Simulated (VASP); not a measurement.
**FeSi32C32 (a cell with a defect): single point with PBEsol**

The system is FeSi32C32 (a cell with a defect).

```
Si C Fe
1.0
     8.71371    0.00000    0.00000
     0.00000    8.71371    0.00000
     0.00000    0.00000    8.71371
Si C Fe
32 32 1
Direct
  0.00015 0.00014 0.00076
  0.00045 0.00045 0.49982
  0.99942 0.50063 0.00228
  0.99948 0.50034 0.49854
  0.50064 0.99943 0.00228
  0.50036 0.99944 0.49854
  0.49982 0.49981 0.00829
  0.50613 0.50613 0.48621
  0.24994 0.24990 0.99994
  0.24746 0.24745 0.49736
  0.24971 0.75264 0.00254
  0.24996 0.74998 0.49984
  0.75263 0.24971 0.00255
  0.75000 0.24994 0.49985
  0.75027 0.75026 0.00020
  0.75265 0.75264 0.49961
  0.24992 0.00045 0.25037
  0.24860 0.99945 0.75027
  0.24864 0.50035 0.24939
  0.23641 0.50607 0.75601
  0.75086 0.00014 0.25007
  0.75234 0.99941 0.75055
  0.75236 0.50062 0.24935
  0.75837 0.49981 0.74975
  0.00047 0.24990 0.25037
  0.99945 0.24860 0.75026
  0.00016 0.75084 0.25006
  0.99943 0.75235 0.75056
  0.50038 0.24862 0.24939
  0.50607 0.23637 0.75603
  0.50064 0.75234 0.24936
  0.49981 0.75836 0.74973
  0.12543 0.12540 0.12561
  0.12496 0.12497 0.62552
  0.12480 0.62620 0.12581
  0.12215 0.62740 0.62399
  0.62621 0.12480 0.12582
  0.62741 0.12213 0.62399
  0.62658 0.62656 0.12659
  0.63308 0.63311 0.62207
  0.37392 0.37388 0.12637
  0.36942 0.36944 0.61948
  0.37509 0.87688 0.12681
  0.37391 0.87643 0.62384
  0.87689 0.37508 0.12681
  0.87645 0.37391 0.62384
  0.87541 0.87540 0.12534
  0.87687 0.87689 0.62500
  0.37563 0.12496 0.37488
  0.37406 0.12212 0.87735
  0.37408 0.62739 0.37203
  0.37217 0.63299 0.88299
  0.87570 0.12541 0.37534
  0.87589 0.12478 0.87610
  0.87591 0.62620 0.37471
  0.87666 0.62656 0.87649
  0.12498 0.37561 0.37488
  0.12214 0.37405 0.87734
  0.12542 0.87569 0.37533
  0.12478 0.87589 0.87612
  0.62741 0.37407 0.37202
  0.63302 0.37217 0.88300
  0.62622 0.87589 0.37472
  0.62655 0.87665 0.87650
  0.49048 0.49047 0.74035
```

```yaml
Program: VASP 6.6.1
Task: single point
Functional: PBEsol
Potentials_or_basis: VASP PAW PBE potentials, release 64 (Si, C, Fe)
Cutoff: 520 eV
k_mesh: 1 × 1 × 1
Occupations: fermi-dirac, width 0.05 eV
Spin: collinear spin, ferromagnetic start
```

The pressure is 3.0 GPa and the largest force is 1.041 eV/Å. The net moment is 1.99 μB per cell and the site moments are Si +0.00, -0.01, -0.00 (each value once); C +0.00, +0.01, +0.04, +0.20 (each value once); Fe +1.12 μB. The valence electrons inside the program's atomic spheres are Si 1.68, 1.67, 1.69 (each value once); C 2.54, 2.55, 2.51, 2.46, 2.56 (each value once); Fe 8.31.

Forces on the atoms (eV/Å):
```
Si   0.039  0.042  0.169
Si   0.086  0.083 -0.202
Si   0.053  0.074  0.035
Si   0.044  0.064  0.053
Si   0.077  0.048  0.039
Si   0.059  0.050  0.053
Si   0.016  0.016  0.681
Si  -0.005 -0.010 -0.541
Si  -0.049 -0.044  0.136
Si  -0.077 -0.080 -0.072
Si  -0.237  0.217  0.220
Si  -0.054  0.141 -0.045
Si   0.221 -0.239  0.218
Si   0.140 -0.050 -0.046
Si   0.105  0.106  0.102
Si   0.224  0.221 -0.239
Si  -0.204  0.085  0.088
Si   0.049  0.048  0.060
Si   0.045  0.059  0.037
Si  -0.573 -0.007 -0.004
Si   0.171  0.044  0.042
Si   0.044  0.049  0.078
Si   0.046  0.080  0.046
Si   0.675  0.018  0.014
Si   0.083 -0.204  0.087
Si   0.048  0.051  0.063
Si   0.043  0.171  0.044
Si   0.048  0.042  0.074
Si   0.056  0.045  0.043
Si  -0.005 -0.566 -0.006
Si   0.079  0.047  0.043
Si   0.018  0.675  0.019
C    0.007  0.009 -0.102
C    0.096  0.092 -0.013
C    0.083 -0.063 -0.178
C    0.083 -0.063 -0.122
C   -0.061  0.079 -0.179
C   -0.065  0.084 -0.121
C   -0.007 -0.007 -0.228
C   -0.388 -0.392  0.238
C   -0.052 -0.048 -0.151
C   -0.103 -0.106 -0.121
C    0.071 -0.139 -0.134
C   -0.066 -0.155 -0.054
C   -0.137  0.068 -0.135
C   -0.156 -0.065 -0.053
C   -0.056 -0.056 -0.053
C   -0.138 -0.143  0.080
C   -0.017  0.095  0.091
C   -0.136  0.080 -0.075
C   -0.125 -0.061  0.080
C    0.233 -0.367 -0.377
C   -0.107  0.010 -0.001
C   -0.193  0.088 -0.068
C   -0.186 -0.063  0.078
C   -0.229  0.006 -0.007
C    0.094 -0.018  0.090
C    0.079 -0.135 -0.072
C    0.009 -0.107  0.003
C    0.090 -0.192 -0.071
C   -0.063 -0.125  0.083
C   -0.371  0.232 -0.380
C   -0.064 -0.186  0.077
C    0.007 -0.229 -0.009
Fe   0.607  0.602  0.594
```

Stress tensor (GPa, compression positive):
```
 3.04 -0.26 -0.26
-0.26  3.04 -0.26
-0.26 -0.26  3.04
```

Levels at points of the mesh, in eV from the Fermi level:
Spin up:
```tsv
k point	band 131	band 132	band 133	band 134	band 135	band 136
(0.00, 0.00, 0.00)	-0.35	-0.34	-0.34	1.01	1.01	1.02
```
Spin down:
| k point | band 129 | band 130 | band 131 | band 132 | band 133 | band 134 |
| --- | --- | --- | --- | --- | --- | --- |
| (0.00, 0.00, 0.00) | -0.23 | -0.23 | -0.23 | 0.21 | 0.21 | 1.17 |

It took 7.6 min on 1 thread of AMD EPYC 9R45 96-Core Processor (Zen 5), on a shared host, peak memory 0.93 GiB.

Caveat: the k points lie up to 0.72 Å⁻¹ apart; the PAW data sets were made with another functional, which shifts forces and pressure a little.
